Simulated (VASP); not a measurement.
# SrAuN2 (P4/mmm) in VASP: single point with PBE

Aim: the single point of SrAuN2 with PBE.

All numbers are computed with VASP 6.6.1; they aren't measurements. Logs are shortened: lines on timing, memory, paths and dates and some standing lists are left out, and cuts for length are marked.

**1. The cell of the first run**

Symmetry: P4/mmm, No. 123, tetragonal system. The conventional cell has a = 4.475 Å, b = 4.475 Å, c = 6.053 Å, α = 90.00°, β = 90.00°, γ = 90.00°. Within 3.3 Å of Sr (site symmetry 4/mmm) lie 2 N at 2.47 Å. Within 4.2 Å of Au (site symmetry 4/mmm) lie 8 N at 3.21 Å. N (site symmetry 4mm) has 1 N at 1.11 Å within 1.5 Å.

The cell was generated, and may not be a known phase.

**2. Single point, PBE, collinear spin**

File INCAR:

```
PREC     = Accurate       # precision mode
ENCUT    = 520            # plane-wave cutoff, eV
EDIFF    = 1E-7           # SCF threshold, eV
ISMEAR   = 0              # smearing method
SIGMA    = 0.1            # smearing width, eV
LREAL    = False          # projectors in reciprocal space
LASPH    = True           # aspherical terms in the spheres
NELM     = 150            # most SCF steps
ALGO     = Normal         # electronic algorithm
ISIF     = 2              # what is computed and relaxed
LWAVE    = False          # write WAVECAR
LCHARG   = False          # write CHGCAR
ISPIN    = 2              # spin polarisation
MAGMOM   = 0 1 0 0        # initial moments
LORBIT   = 11             # projections on sites
LMAXMIX  = 4              # l up to which the mixer works
GGA      = PE             # functional
NBANDS   = 28             # bands
```

File KPOINTS:

```
regular mesh
0
Gamma
  6 6 4
```

File POSCAR:

```
SrAuN2
1.0
    4.4754827706      0.0000000000      0.0000000000
    0.0000000000      4.4754827706      0.0000000000
    0.0000000000      0.0000000000      6.0525951775
Sr Au N
1 1 2
Direct
    0.0000000000      0.0000000000      0.0000000000
    0.5000000000      0.5000000000      0.5000000000
    0.0000000000      0.0000000000      0.5920230776
    0.0000000000      0.0000000000      0.4079769224
```

Potentials or basis: VASP PAW PBE potentials, release 64 (Sr_sv, Au, N).

Launch:

```
cat potpaw_PBE.64/Sr_sv/POTCAR potpaw_PBE.64/Au/POTCAR potpaw_PBE.64/N/POTCAR > POTCAR
mpirun -np 1 vasp_std > vasp.out
```

OUTCAR:

```text
PREC = Accurate
   ENCUT = 520
   EDIFF = 1E-7
   ISMEAR = 0
   LREAL = False
   LASPH = True
   NELM = 150
   ISIF = 2
   ISPIN = 2
   LORBIT = 11
   GGA = PE

 ion  position               nearest neighbor table
   1  0.000  0.000  0.000-   3 2.47   4 2.47
   2  0.500  0.500  0.500-
   3  0.000  0.000  0.592-   4 1.11   1 2.47
   4  0.000  0.000  0.408-   3 1.11   1 2.47

  LATTYP: Found a simple tetragonal cell.
 ALAT       =     4.4754827706
 C/A-ratio  =     1.3523893371

  Lattice vectors:

 A1 = (   4.4754827706,   0.0000000000,   0.0000000000)
 A2 = (   0.0000000000,   4.4754827706,   0.0000000000)
 A3 = (   0.0000000000,   0.0000000000,   6.0525951775)

Analysis of symmetry for initial positions (statically):
=====================================================================
 Subroutine PRICEL returns:
 Original cell was already a primitive cell.

 Routine SETGRP: Setting up the symmetry group for a
 simple tetragonal supercell.

 Subroutine GETGRP returns: Found 16 space group operations
 (whereof 16 operations were pure point group operations)
 out of a pool of 16 trial point group operations.

The static configuration has the point symmetry D_4h.

Analysis of symmetry for dynamics (positions and initial velocities):
=====================================================================
 Subroutine PRICEL returns:
 Original cell was already a primitive cell.

 Routine SETGRP: Setting up the symmetry group for a
 simple tetragonal supercell.

 Subroutine GETGRP returns: Found 16 space group operations
 (whereof 16 operations were pure point group operations)
 out of a pool of 16 trial point group operations.

The dynamic configuration has the point symmetry D_4h.

Analysis of structural, dynamic, and magnetic symmetry:
=====================================================================
 Subroutine PRICEL returns:
 Original cell was already a primitive cell.

 Routine SETGRP: Setting up the symmetry group for a
 simple tetragonal supercell.

 Subroutine GETGRP returns: Found 16 space group operations
 (whereof 16 operations were pure point group operations)
 out of a pool of 16 trial point group operations.

The overall configuration has the point symmetry D_4h.

 Subroutine INISYM returns: Found 16 space group operations
 (whereof 16 operations are pure point group operations),
 and found     1 'primitive' translations

----------------------------------------------------------------------------------------

                                     Primitive cell

  volume of cell :     121.2332

  direct lattice vectors                    reciprocal lattice vectors
     4.475482771  0.000000000  0.000000000     0.223439582  0.000000000  0.000000000
     0.000000000  4.475482771  0.000000000     0.000000000  0.223439582  0.000000000
     0.000000000  0.000000000  6.052595177     0.000000000  0.000000000  0.165218385

  length of vectors
     4.475482771  4.475482771  6.052595177     0.223439582  0.223439582  0.165218385

  position of ions in fractional coordinates (direct lattice)
     0.000000000  0.000000000  0.000000000
     0.500000000  0.500000000  0.500000000
     0.000000000  0.000000000  0.592023078
     0.000000000  0.000000000  0.407976922

  ion indices of the primitive-cell ions
   primitive index   ion index
                 1           1
                 2           2
                 3           3
                 4           4

----------------------------------------------------------------------------------------

 KPOINTS: regular mesh

Automatic generation of k-mesh.
 Grid dimensions read from file:
 generate k-points for:    6    6    4

 Generating k-lattice:

  Cartesian coordinates                     Fractional coordinates (reciprocal lattice)
     0.037239930  0.000000000  0.000000000     0.166666667  0.000000000  0.000000000
     0.000000000  0.037239930  0.000000000     0.000000000  0.166666667  0.000000000
     0.000000000  0.000000000  0.041304596     0.000000000  0.000000000  0.250000000

  Length of vectors
     0.037239930  0.037239930  0.041304596

  Shift w.r.t. Gamma in fractional coordinates (k-lattice)
     0.000000000  0.000000000  0.000000000

 Subroutine IBZKPT returns following result:
 ===========================================

 Found     30 irreducible k-points:

 Following reciprocal coordinates:
            Coordinates               Weight
  0.000000  0.000000  0.000000      1.000000
  0.166667  0.000000  0.000000      4.000000
  0.333333  0.000000  0.000000      4.000000
  0.500000  0.000000  0.000000      2.000000
  0.166667  0.166667  0.000000      4.000000
  0.333333  0.166667  0.000000      8.000000
[... 16 lines left out ...]
  0.333333  0.000000  0.500000      4.000000
  0.500000  0.000000  0.500000      2.000000
 [... further k-points ...]
   k-points           NKPTS =     30   k-points in BZ     NKDIM =     30   number of bands    NBANDS=     28
   number of dos      NEDOS =    301   number of ions     NIONS =      4
   total plane-waves  NPLWV =  62208
   dimension x,y,z NGX =    36 NGY =   36 NGZ =   48
   dimension x,y,z NGXF=    72 NGYF=   72 NGZF=   96
   ions per type =               1   1   2
   NGX,Y,Z   is equivalent  to a cutoff of  13.37, 13.37, 13.18 a.u.
   NGXF,Y,Z  is equivalent  to a cutoff of  26.75, 26.75, 26.37 a.u.
 SYSTEM =  unknown system
   PREC   = accura    normal or accurate (medium, high low for compatibility)
   ISTART =      0    job   : 0-new  1-cont  2-samecut
   ICHARG =      2    charge: 1-file 2-atom 10-const
   ISPIN  =      2    spin polarized calculation?
   LNONCOLLINEAR =      F non collinear calculations
   LSORBIT =      F    spin-orbit coupling
   LASPH  =      T    aspherical Exc in radial PAW
   ENCUT  =  520.0 eV  38.22 Ry    6.18 a.u.   8.32  8.32 11.25*2*pi/ulx,y,z
   NELM   =    150;   NELMIN=  2; NELMDL= -5     # of ELM steps
   EDIFF  = 0.1E-06   stopping-criterion for ELM
   LREAL  =      F    real-space projection
   EDIFFG = 0.1E-05   stopping-criterion for IOM
   NSW    =      0    number of steps for IOM
   IBRION =     -1    ionic relax: 0-MD 1-quasi-New 2-CG
   NFREE  =      0    steps in history (QN), initial steepest desc. (CG)
   ISIF   =      2    stress and relaxation
   ISYM   =      2    0-nonsym 1-usesym 2-fastsym
   POTIM  = 0.5000    time-step for ionic-motion
   TEBEG  =    0.0;   TEEND  =   0.0 temperature during run
   PSTRESS=    0.0 pullay stress
   NELECT =      31.0000    total number of electrons
   NUPDOWN=      -1.0000    fix difference up-down
   EMIN   =  10.00;   EMAX   =-10.00  energy-range for DOS
   EFERMI =   0.00;   METHOD = LEGACY
   ISMEAR =     0;   SIGMA  =   0.10  broadening in eV -4-tet -1-fermi 0-gaus
   EFERMI_NEDOS =   21; number of points for ismear=-14 and -15
   IALGO  =     38    algorithm
   IMIX   =      4    mixing-type and parameters
     AMIX     =   0.40;   BMIX     =  1.00
     AMIX_MAG =   1.60;   BMIX_MAG =  1.00
  volume/ion in A,a.u.               =      30.31       204.53
  Fermi-wavevector in a.u.,A,eV,Ry     =   1.039094  1.963603 14.690439  1.079717
  Thomas-Fermi vector in A             =   2.173609
   LORBIT       =     11    0 simple, 1 ext, 2 COOP (PROOUT), +10 PAW based schemes
   GGA     = PE    functional components
   LHFCALC =     F    Hartree Fock is set to
   AEXX    =    0.0000 exact exchange contribution
   IVDW    =     0    specifies the selected vdW correction
   LEPSILON=     F    determine dielectric tensor
   LRPA    =     F    only Hartree local field effects (RPA)
 spin polarized calculation
 Gauss-broadening in eV      SIGMA  =   0.10
  energy-cutoff  :      520.00
  volume of cell :      121.23
 maximum number of plane-waves:      3302
 NGX is ok and might be reduce to    36
   NGX = 17   NGY = 17   NGZ = 23

 number of electron      31.0000005 magnetization       0.0035146

 Free energy of the ion-electron system (eV)
  ---------------------------------------------------
  ext. energy  EPLUGINS =         0.00000000
  ---------------------------------------------------
  free energy    TOTEN  =       -20.28294888 eV

  energy without entropy =      -20.26381380  energy(sigma->0) =      -20.27338134

 E-fermi :   1.4550     XC(G=0):  -7.7395

 val. band max:        1.3960935194   @ k =   0.1667   0.1667   0.2500
 cond. band min:       1.4683861631   @ k =   0.3333   0.1667   0.2500
 fundamental gap:      0.0722926437
 Fermi energy:         1.4550483737

 spin component 1

 k-point     1 :       0.0000    0.0000    0.0000
  band No.  band energies     occupation
      1     -35.3306      1.00000
      2     -22.7340      1.00000
      3     -17.4013      1.00000
      4     -17.3287      1.00000
      5     -17.3287      1.00000
      6      -8.6437      1.00000
[... 19 lines left out ...]
     26       8.5013      0.00000
     27       9.9967      0.00000
[... 667 lines left out ...]
      5     -17.2955      1.00000
      6      -9.3395      1.00000
[... 19 lines left out ...]
     26       7.7747      0.00000
     27       9.0190      0.00000

 [... further k-points ...]

 spin component 2

 k-point     1 :       0.0000    0.0000    0.0000
  band No.  band energies     occupation
      1     -35.3303      1.00000
      2     -22.7335      1.00000
      3     -17.4009      1.00000
      4     -17.3285      1.00000
      5     -17.3285      1.00000
      6      -8.6426      1.00000
[... 19 lines left out ...]
     26       8.5018      0.00000
     27       9.9976      0.00000
[... 667 lines left out ...]
      5     -17.2951      1.00000
      6      -9.3384      1.00000
[... 19 lines left out ...]
     26       7.7754      0.00000
     27       9.0203      0.00000

 [... further k-points ...]

 [bands above 27 left out]

------------------------ aborting loop because EDIFF is reached ----------------------------------------

  FORCE on cell =-STRESS in cart. coord.  units (eV):
  Direction    XX          YY          ZZ          XY          YZ          ZX
  --------------------------------------------------------------------------------------
  -------------------------------------------------------------------------------------
  Total        0.1171277      0.1171277      1.6016129      0.0000000     -0.0000000     -0.0000000
  in kB        1.5479205      1.5479205     21.1663869      0.0000000     -0.0000000     -0.0000000
  external PRESSURE =       8.0874093 kB  Pullay stress =       0.0000000 kB

 VOLUME and BASIS-vectors are now :
 -----------------------------------------------------------------------------
  energy-cutoff  :      520.00
  volume of cell :      121.23
      direct lattice vectors                 reciprocal lattice vectors
     4.475482771  0.000000000  0.000000000     0.223439582  0.000000000  0.000000000
     0.000000000  4.475482771  0.000000000     0.000000000  0.223439582  0.000000000
     0.000000000  0.000000000  6.052595177     0.000000000  0.000000000  0.165218385

 POSITION                                       TOTAL-FORCE (eV/Angst)
 -----------------------------------------------------------------------------------
      0.00000      0.00000      0.00000         0.000000      0.000000      0.000000
      2.23774      2.23774      3.02630         0.000000      0.000000      0.000000
      0.00000      0.00000      3.58328         0.000000      0.000000      1.414322
      0.00000      0.00000      2.46932        -0.000000     -0.000000     -1.414322
 -----------------------------------------------------------------------------------
    total drift:                                0.000000      0.000000      0.000000

  FREE ENERGIE OF THE ION-ELECTRON SYSTEM (eV)
  ---------------------------------------------------
  free  energy   TOTEN  =       -20.2829488838 eV

  energy  without entropy=      -20.2638137982  energy(sigma->0) =      -20.27338134

 total charge

# of ion       s       p       d       tot
------------------------------------------
    1        2.009   5.762   0.153   7.924
    2        0.743   0.036   8.793   9.572
    3        1.354   2.535   0.000   3.889
    4        1.354   2.535   0.000   3.889
--------------------------------------------------
tot          5.460  10.868   8.946  25.275

 magnetization (x)

# of ion       s       p       d       tot
------------------------------------------
    1        0.000   0.000   0.000   0.000
    2       -0.000   0.000  -0.000  -0.000
    3        0.000   0.000   0.000   0.000
    4        0.000   0.000   0.000   0.000
--------------------------------------------------
tot          0.000   0.001   0.000   0.001
```

Run time: 1.7 min. Hardware: 1 thread of AMD EPYC 9R45 (Zen 5), shared host; peak memory 0.35 GiB.

Results:

```yaml
Free_energy: -20.2829 eV
Pressure: 0.8 GPa
Largest_force: 1.414 eV/Å
Net_moment: 0.00 μB per cell
Valence_electrons_inside_the_program's_atomic_spheres: Sr 7.92; Au 9.57; N 3.89
```

Forces in eV/Å, atoms in the order of the input:
```
Sr   0.000  0.000  0.000
Au   0.000  0.000  0.000
N    0.000  0.000  1.414
N    0.000  0.000 -1.414
```

Caveat: the standard files for N, O and F lose accuracy on very short bonds; spin-orbit coupling is left out, which moves the levels of the heavy elements; forces of over 1 eV/Å act on the atoms, so gaps and moduli don't describe the material at rest.
